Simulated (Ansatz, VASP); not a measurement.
Two plane-wave programs on InPd

The input POSCAR:

```
InPd
1.0
    0.0000000000      2.7460700000      2.7460700000
    2.7460700000      0.0000000000      2.7460700000
    2.7460700000      2.7460700000      0.0000000000
In Pd
1 1
Direct
    0.0000000000      0.0000000000      0.0000000000
    0.5000000000      0.5000000000      0.5000000000
```

INCAR.step1

```
PREC = Accurate
ENCUT = 600
EDIFF = 1E-5
ISMEAR = -1
SIGMA = 0.05
LREAL = F
LASPH = T
NELM = 80
ALGO = Normal
LWAVE = T
LCHARG = F
GGA = PE
NBANDS = 18
```

File INCAR.step2:

```
PREC = Accurate
ENCUT = 600
EDIFF = 1E-6
ISMEAR = -1
SIGMA = 0.05
LREAL = F
LASPH = T
NELM = 80
ALGO = Normal
ISIF = 3
LWAVE = F
LCHARG = F
GGA = PS
LHFCALC = T
AEXX = 0.25
PRECFOCK = Normal
IBRION = 2
NSW = 60
EDIFFG = -0.01
ISTART = 1
```

Contents of KPOINTS:

```
regular mesh
0
Gamma
  4 4 4
```

File input:

```
crystal:
  lattice:
    - [0.0, 2.74607, 2.74607]
    - [2.74607, 0.0, 2.74607]
    - [2.74607, 2.74607, 0.0]
  atoms:
    - { symbol: In, position: [0.0, 0.0, 0.0] }
    - { symbol: Pd, position: [0.5, 0.5, 0.5] }
hamiltonian:
  xc: { exchange: pbesol, correlation: pbesol, exx: { coeff: 0.25 } }
  pseudopotentials: { kind: paw }
kpoints:
  mp_grid: { grid: [4, 4, 4] }
scf:
  occupations: { method: fermi_dirac, width: 0.05 }
output:
  forces: true
  stress: true
  eigenvalues: true
relax:
  f_tol: 0.01
  max_steps: 40
  cell: { stress_tol: 0.05 }
```

Alike in both runs: task relaxation of cell and atoms; functional PBEsol-based global hybrid with a share of 0.25 of exact exchange; k mesh 4 × 4 × 4; occupations fermi-dirac, width 0.05 eV; no spin polarisation.

|  | VASP | Ansatz |
| --- | --- | --- |
| version | VASP 6.6.1 | Ansatz 0.2.0 |
| potentials or method | VASP PAW PBE potentials, release 64 (In_d, Pd) | Ansatz PAW |
| plane-wave cutoff (eV) | 600 | 420 |
| valence electrons in the cell | 23 | 31 |

|  | VASP | Ansatz | Ansatz less VASP |
| --- | --- | --- | --- |
| gap on the k mesh at the Fermi level, each at its own relaxed structure (eV) | none | none | - |
| relaxed volume (Å³/atom) | 19.12 | 19.08 | -0.038 |
| relaxed length of the cell vector where the two differ most in proportion (Å) | 3.781 | 3.779 | -0.0025 |

VASP's potentials were made for PBE, not for PBEsol-based global hybrid. A gap of «none» marks a metal or a gap that the smearing closes. VASP's potentials hold 23 valence electrons a cell and Ansatz's 31, so a difference there can come from the potentials and not from the codes.

The k mesh is coarse, so the values compare programs but aren't converged. Noted on Ansatz's run: the plane-wave basis is chosen anew once the cell has moved, so the energies of steps on either side of that aren't comparable.
